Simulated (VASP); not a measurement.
Set up this calculation in VASP 6.6.1, as the native input.

```
Task                   : relaxation of cell and atoms
Functional             : PBE
Potentials or basis    : VASP PAW PBE potentials, release 64 (Be, Pt, Br)
Cutoff                 : 600 eV
k mesh                 : 4 × 4 × 4
Occupations            : gaussian, width 0.1 eV
Spin                   : no spin polarisation
Dipole correction      : no
Further INCAR settings : ALGO = Normal; EDIFF = 1e-07; IBRION = 2; EDIFFG = -0.04; NSW = 90; ISIF = 3
```

The structure of Be2PtBr6 lies in POSCAR:

```
Be2PtBr6
1.0
    0.0000000000      4.5919060400      4.5919060400
    4.5919060400      0.0000000000      4.5919060400
    4.5919060400      4.5919060400      0.0000000000
Be Pt Br
2 1 6
Direct
    0.7500000000      0.7500000000      0.7500000000
    0.2500000000      0.2500000000      0.2500000000
    0.0000000000      0.0000000000      0.0000000000
    0.5000000000      0.0000000000      0.0000000000
    0.0000000000      0.5000000000      0.5000000000
    0.0000000000      0.5000000000      0.0000000000
    0.5000000000      0.0000000000      0.5000000000
    0.0000000000      0.0000000000      0.5000000000
    0.5000000000      0.5000000000      0.0000000000
```

This cell differs from its parent crystal: atoms taken out.

The input as run:

INCAR

```
PREC = Accurate ; ENCUT = 600
EDIFF = 1E-7 ; ISMEAR = 0
SIGMA = 0.1 ; LREAL = F
LASPH = T ; NELM = 60
ALGO = Normal ; ISIF = 3
LWAVE = F ; LCHARG = F
GGA = PE ; IBRION = 2
NSW = 90 ; EDIFFG = -0.04
```

KPOINTS

```
regular mesh
0
Gamma
  4 4 4
```

Potentials or basis: VASP PAW PBE potentials, release 64 (Be, Pt, Br).

The run is started by

```bash
$ cat potpaw_PBE.64/Be/POTCAR potpaw_PBE.64/Pt/POTCAR potpaw_PBE.64/Br/POTCAR > POTCAR
$ mpirun -np 1 vasp_std > vasp.out
```

Results of the run:

```yaml
Relaxed_volume: 24.63 Å³/atom
Relaxed_cell: a = 6.793 Å, b = 6.793 Å, c = 6.793 Å, α = 60.00°, β = 60.00°, γ = 60.00°
Space_group_after_relaxing_to_0.1_Å: Fm-3m (No. 225)
Energy_gained_by_relaxing: 59.9 meV/atom
Ionic_steps: 2
Pressure_after_relaxing: -0.1 GPa
Band_gap_on_the_k_mesh: zero (bands 28 and 29 overlap by 0.20 eV)
```

Caveat: the cell differs from its parent crystal (atoms taken out); spin-orbit coupling is left out, which moves the levels of the heavy elements.

Wall time 5.3 min on 1 thread of Intel Xeon 8259CL (shared host), peak memory 0.45 GiB.
